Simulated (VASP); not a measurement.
# PtSe2 (P-3m1) in VASP: notebook

Runs on PtSe2. Level: PBE. Tasks: single point.

Program: VASP 6.6.1. These are calculated values, not measurements. Logs are shortened: lines on timing, memory, paths and dates and some standing lists are left out, and cuts for length are marked.

## Step 1: The cell of the first run

The structure is trigonal, space group P-3m1 (No. 164). Conventional cell: a = 3.827 Å, b = 3.827 Å, c = 6.066 Å, α = 90.00°, β = 90.00°, γ = 120.00°. Within 3.4 Å of Pt (site symmetry -3m) lie 6 Se at 2.55 Å. Within 3.4 Å of Se (site symmetry 3m) lie 3 Pt at 2.55 Å and 3 Se at 3.36 Å.

## Step 2: Single point, PBE (biaxial strain in the a-b plane: +2.0 %, then relaxed in part)

Contents of INCAR:

```
SYSTEM = PtSe2
  PREC = Accurate
  ENCUT = 520
  EDIFF = 1E-6
  ISMEAR = 0
  SIGMA = 0.02
  LREAL = .FALSE.
  LASPH = .TRUE.
  NELM = 60
  ALGO = Normal
  ISIF = 2
  LWAVE = .FALSE.
  LCHARG = .TRUE.
  GGA = PE
  LELF = .TRUE.
  LVHAR = .TRUE.
  NBANDS = 18
```

Contents of KPOINTS:

```
Automatic mesh
0
G
  12 12 4
  0 0 0
```

Contents of POSCAR:

```
PtSe2
1.0
    3.8265906980      0.0000000000      0.0000000000
   -1.9132953490      3.3139247543      0.0000000000
    0.0000000000      0.0000000000      6.0658462133
Pt Se
1 2
Direct
    0.0000000000      0.0000000000      0.0000000000
    0.6666666667      0.3333333333      0.7912462308
    0.3333333333      0.6666666667      0.2087537692
```

Potentials or basis: VASP PAW PBE potentials, release 64 (Pt, Se).

Run with:

```sh
> cat potpaw_PBE.64/Pt/POTCAR potpaw_PBE.64/Se/POTCAR > POTCAR
> mpirun -np 1 vasp_std > vasp.out
```

OUTCAR:

```text
SYSTEM = PtSe2
   PREC = Accurate
   ENCUT = 520
   EDIFF = 1E-6
   ISMEAR = 0
   LREAL = .FALSE.
   LASPH = .TRUE.
   NELM = 60
   ISIF = 2
   GGA = PE

 ion  position               nearest neighbor table
   1  0.000  0.000  0.000-   2 2.55   3 2.55   3 2.55   2 2.55   2 2.55   3 2.55
   2  0.667  0.333  0.791-   1 2.55   1 2.55   1 2.55
   3  0.333  0.667  0.209-   1 2.55   1 2.55   1 2.55

  LATTYP: Found a hexagonal cell.
 ALAT       =     3.8265906980
 C/A-ratio  =     1.5851829192

  Lattice vectors:

 A1 = (   3.8265906980,   0.0000000000,   0.0000000000)
 A2 = (  -1.9132953490,   3.3139247543,   0.0000000000)
 A3 = (   0.0000000000,   0.0000000000,   6.0658462133)

Analysis of symmetry for initial positions (statically):
=====================================================================
 Subroutine PRICEL returns:
 Original cell was already a primitive cell.

 Routine SETGRP: Setting up the symmetry group for a
 hexagonal supercell.

 Subroutine GETGRP returns: Found 12 space group operations
 (whereof 12 operations were pure point group operations)
 out of a pool of 24 trial point group operations.

The static configuration has the point symmetry D_3d.

Analysis of symmetry for dynamics (positions and initial velocities):
=====================================================================
 Subroutine PRICEL returns:
 Original cell was already a primitive cell.

 Routine SETGRP: Setting up the symmetry group for a
 hexagonal supercell.

 Subroutine GETGRP returns: Found 12 space group operations
 (whereof 12 operations were pure point group operations)
 out of a pool of 24 trial point group operations.

The dynamic configuration has the point symmetry D_3d.

 Subroutine INISYM returns: Found 12 space group operations
 (whereof 12 operations are pure point group operations),
 and found     1 'primitive' translations

----------------------------------------------------------------------------------------

                                     Primitive cell

  volume of cell :      76.9212

  direct lattice vectors                    reciprocal lattice vectors
     3.826590698  0.000000000  0.000000000     0.261329230  0.150878501  0.000000000
    -1.913295349  3.313924754  0.000000000     0.000000000  0.301757002  0.000000000
     0.000000000  0.000000000  6.065846213     0.000000000  0.000000000  0.164857460

  length of vectors
     3.826590698  3.826590698  6.065846213     0.301757002  0.301757002  0.164857460

  position of ions in fractional coordinates (direct lattice)
     0.000000000  0.000000000  0.000000000
     0.666666667  0.333333333  0.791246231
     0.333333333  0.666666667  0.208753769

  ion indices of the primitive-cell ions
   primitive index   ion index
                 1           1
                 2           2
                 3           3

----------------------------------------------------------------------------------------

 KPOINTS: Automatic mesh

Automatic generation of k-mesh.
 Grid dimensions read from file:
 generate k-points for:   12   12    4

 Generating k-lattice:

  Cartesian coordinates                     Fractional coordinates (reciprocal lattice)
     0.021777436  0.012573208  0.000000000     0.083333333  0.000000000  0.000000000
     0.000000000  0.025146417  0.000000000     0.000000000  0.083333333  0.000000000
     0.000000000  0.000000000  0.041214365     0.000000000  0.000000000  0.250000000

  Length of vectors
     0.025146417  0.025146417  0.041214365

  Shift w.r.t. Gamma in fractional coordinates (k-lattice)
     0.000000000  0.000000000  0.000000000

 Subroutine IBZKPT returns following result:
 ===========================================

 Found     69 irreducible k-points:

 Following reciprocal coordinates:
            Coordinates               Weight
  0.000000  0.000000  0.000000      1.000000
  0.083333  0.000000  0.000000      6.000000
  0.166667  0.000000  0.000000      6.000000
  0.250000  0.000000  0.000000      6.000000
  0.333333 -0.000000  0.000000      6.000000
  0.416667  0.000000  0.000000      6.000000
[... 16 lines left out ...]
  0.166667  0.000000  0.250000      6.000000
  0.000000  0.166667  0.250000      6.000000
 [... further k-points ...]
   k-points           NKPTS =     69   k-points in BZ     NKDIM =     69   number of bands    NBANDS=     18
   number of dos      NEDOS =    301   number of ions     NIONS =      3
   total plane-waves  NPLWV =  37632
   dimension x,y,z NGX =    28 NGY =   28 NGZ =   48
   dimension x,y,z NGXF=    56 NGYF=   56 NGZF=   96
   ions per type =               1   2
   NGX,Y,Z   is equivalent  to a cutoff of  12.16, 12.16, 13.16 a.u.
   NGXF,Y,Z  is equivalent  to a cutoff of  24.33, 24.33, 26.31 a.u.
 SYSTEM =  PtSe2
   PREC   = accura    normal or accurate (medium, high low for compatibility)
   ISTART =      0    job   : 0-new  1-cont  2-samecut
   ICHARG =      2    charge: 1-file 2-atom 10-const
   ISPIN  =      1    spin polarized calculation?
   LNONCOLLINEAR =      F non collinear calculations
   LSORBIT =      F    spin-orbit coupling
   LASPH  =      T    aspherical Exc in radial PAW
   ENCUT  =  520.0 eV  38.22 Ry    6.18 a.u.   7.11  7.11 11.28*2*pi/ulx,y,z
   NELM   =     60;   NELMIN=  2; NELMDL= -5     # of ELM steps
   EDIFF  = 0.1E-05   stopping-criterion for ELM
   LREAL  =      F    real-space projection
   EDIFFG = 0.1E-04   stopping-criterion for IOM
   NSW    =      0    number of steps for IOM
   IBRION =     -1    ionic relax: 0-MD 1-quasi-New 2-CG
   NFREE  =      0    steps in history (QN), initial steepest desc. (CG)
   ISIF   =      2    stress and relaxation
   ISYM   =      2    0-nonsym 1-usesym 2-fastsym
   POTIM  = 0.5000    time-step for ionic-motion
   TEBEG  =    0.0;   TEEND  =   0.0 temperature during run
   PSTRESS=    0.0 pullay stress
   NELECT =      22.0000    total number of electrons
   NUPDOWN=      -1.0000    fix difference up-down
   EMIN   =  10.00;   EMAX   =-10.00  energy-range for DOS
   EFERMI =   0.00;   METHOD = LEGACY
   ISMEAR =     0;   SIGMA  =   0.02  broadening in eV -4-tet -1-fermi 0-gaus
   EFERMI_NEDOS =   21; number of points for ismear=-14 and -15
   IALGO  =     38    algorithm
   IMIX   =      4    mixing-type and parameters
     AMIX     =   0.40;   BMIX     =  1.00
     AMIX_MAG =   1.60;   BMIX_MAG =  1.00
  volume/ion in A,a.u.               =      25.64       173.03
  Fermi-wavevector in a.u.,A,eV,Ry     =   1.078616  2.038290 15.829201  1.163413
  Thomas-Fermi vector in A             =   2.214560
   LORBIT       =      0    0 simple, 1 ext, 2 COOP (PROOUT), +10 PAW based schemes
   GGA     = PE    functional components
   LHFCALC =     F    Hartree Fock is set to
   AEXX    =    0.0000 exact exchange contribution
   IVDW    =     0    specifies the selected vdW correction
   LEPSILON=     F    determine dielectric tensor
   LRPA    =     F    only Hartree local field effects (RPA)
 non-spin polarized calculation
 Gauss-broadening in eV      SIGMA  =   0.02
  energy-cutoff  :      520.00
  volume of cell :       76.92
 maximum number of plane-waves:      2098
   NGX = 15   NGY = 15   NGZ = 23

 number of electron      22.0000003 magnetization

 Free energy of the ion-electron system (eV)
  ---------------------------------------------------
  ext. energy  EPLUGINS =         0.00000000
  ---------------------------------------------------
  free energy    TOTEN  =       -14.27637401 eV

  energy without entropy =      -14.27637401  energy(sigma->0) =      -14.27637401

 E-fermi :   3.6921     XC(G=0):  -9.2233

 val. band max:        3.5560788308   @ k =   0.0833   0.0833   0.0000
 cond. band min:       4.0466814844   @ k =   0.0000   0.2500   0.2500
 fundamental gap:      0.4906026536
 Fermi energy:         3.6921276023

 k-point     1 :       0.0000    0.0000    0.0000
  band No.  band energies     occupation
      1     -10.8343      2.00000
      2      -8.8857      2.00000
      3      -1.9990      2.00000
      4      -1.9776      2.00000
      5      -1.9776      2.00000
      6       0.3251      2.00000
[... 10 lines left out ...]
     17      11.1827      0.00000
     18      12.9336      0.00000

 k-point     2 :       0.0833    0.0000    0.0000
  band No.  band energies     occupation
      1     -10.7663      2.00000
      2      -8.9011      2.00000
      3      -1.9611      2.00000
      4      -1.9319      2.00000
      5      -1.9244      2.00000
      6       0.2271      2.00000
[... 10 lines left out ...]
     17      11.4487      0.00000
     18      13.1289      0.00000

 k-point     3 :       0.1667    0.0000    0.0000
  band No.  band energies     occupation
      1     -10.5710      2.00000
      2      -8.9448      2.00000
      3      -1.9043      2.00000
      4      -1.8067      2.00000
      5      -1.7156      2.00000
      6      -0.1323      2.00000
[... 10 lines left out ...]
     17      12.0956      0.00000
     18      12.9349      0.00000

 k-point     4 :       0.2500    0.0000    0.0000
  band No.  band energies     occupation
      1     -10.2751      2.00000
      2      -9.0105      2.00000
      3      -1.8496      2.00000
      4      -1.6410      2.00000
      5      -1.4328      2.00000
      6      -0.6813      2.00000
[... 375 lines left out ...]
      4      -1.9317      2.00000
      5      -1.6634      2.00000
      6       0.2213      2.00000
[... 10 lines left out ...]
     17      11.4651      0.00000
     18      12.0972      0.00000

 k-point    23 :       0.1667    0.0000    0.2500
  band No.  band energies     occupation
      1     -10.5302      2.00000
      2      -9.0196      2.00000
      3      -1.9531      2.00000
      4      -1.7998      2.00000
      5      -1.4966      2.00000
      6      -0.1192      2.00000
[... 10 lines left out ...]
     17      11.9048      0.00000
     18      12.4140      0.00000

 k-point    24 :       0.0000    0.1667    0.2500
  band No.  band energies     occupation
      1     -10.5323      2.00000
      2      -9.0147      2.00000
      3      -1.9984      2.00000
      4      -1.8103      2.00000
      5      -1.4615      2.00000
      6      -0.1463      2.00000
[... 10 lines left out ...]
     17      11.9041      0.00000
     18      12.2390      0.00000

 [... further k-points ...]

------------------------ aborting loop because EDIFF is reached ----------------------------------------

  FORCE on cell =-STRESS in cart. coord.  units (eV):
  Direction    XX          YY          ZZ          XY          YZ          ZX
  --------------------------------------------------------------------------------------
  -------------------------------------------------------------------------------------
  Total       -1.3171298     -1.3171298     -0.0123767      0.0000000      0.0000000      0.0000000
  in kB      -27.4342503    -27.4342503     -0.2577929      0.0000000      0.0000000      0.0000000
  external PRESSURE =     -18.3754311 kB  Pullay stress =       0.0000000 kB

 VOLUME and BASIS-vectors are now :
 -----------------------------------------------------------------------------
  energy-cutoff  :      520.00
  volume of cell :       76.92
      direct lattice vectors                 reciprocal lattice vectors
     3.826590698  0.000000000  0.000000000     0.261329230  0.150878501  0.000000000
    -1.913295349  3.313924754  0.000000000     0.000000000  0.301757002  0.000000000
     0.000000000  0.000000000  6.065846213     0.000000000  0.000000000  0.164857460

 POSITION                                       TOTAL-FORCE (eV/Angst)
 -----------------------------------------------------------------------------------
      0.00000      0.00000      0.00000         0.000000      0.000000      0.000000
      1.91330      1.10464      4.79958        -0.000000      0.000000      0.003088
     -0.00000      2.20928      1.26627         0.000000     -0.000000     -0.003088
 -----------------------------------------------------------------------------------
    total drift:                                0.000000     -0.000000      0.000000

  FREE ENERGIE OF THE ION-ELECTRON SYSTEM (eV)
  ---------------------------------------------------
  free  energy   TOTEN  =       -14.2763740144 eV

  energy  without entropy=      -14.2763740144  energy(sigma->0) =      -14.27637401
```

It took 97 s on 1 thread of Intel Xeon 8259CL, shared host; peak memory 0.25 GiB.

Results:

- Free energy: -14.2764 eV
- Pressure: -1.8 GPa
- Largest force: 0.003 eV/Å
- Band gap on the k mesh: 0.49 eV (least direct gap 0.67 eV)

Forces on the atoms (eV/Å):
```
Pt   0.000  0.000  0.000
Se   0.000  0.000  0.003
Se   0.000  0.000 -0.003
```

Stress tensor (GPa, compression positive):
```
-2.74  0.00  0.00
 0.00 -2.74  0.00
 0.00  0.00 -0.03
```

Levels at points of the mesh, in eV from the valence-band top:
```csv
k point,band 7,band 8,band 9,band 10,band 11,band 12,band 13,band 14,band 15,band 16
"(0.00, 0.00, 0.00)",-3.23,-1.78,-0.63,-0.63,-0.16,2.22,2.22,3.85,4.79,7.63
"(0.50, 0.00, 0.00)",-2.82,-2.74,-2.53,-2.37,-2.11,1.49,2.25,4.44,5.87,7.72
"(0.00, 0.00, 0.50)",-3.23,-1.66,-1.41,-0.69,-0.69,2.36,2.36,5.00,5.49,7.46
"(0.50, 0.00, 0.50)",-2.82,-2.76,-2.48,-2.42,-1.35,1.72,1.97,4.26,5.48,7.26
```

Caveat: the cell differs from its parent crystal (biaxial strain in the a-b plane: +2.0 %, then relaxed in part); spin-orbit coupling is left out, which moves the levels of the heavy elements; this functional lacks dispersion, which binds layers or chains, so the pressure and a relaxed spacing across them are unreliable. A k mesh can miss the band edges.

(Continued in part 2 of 2.)
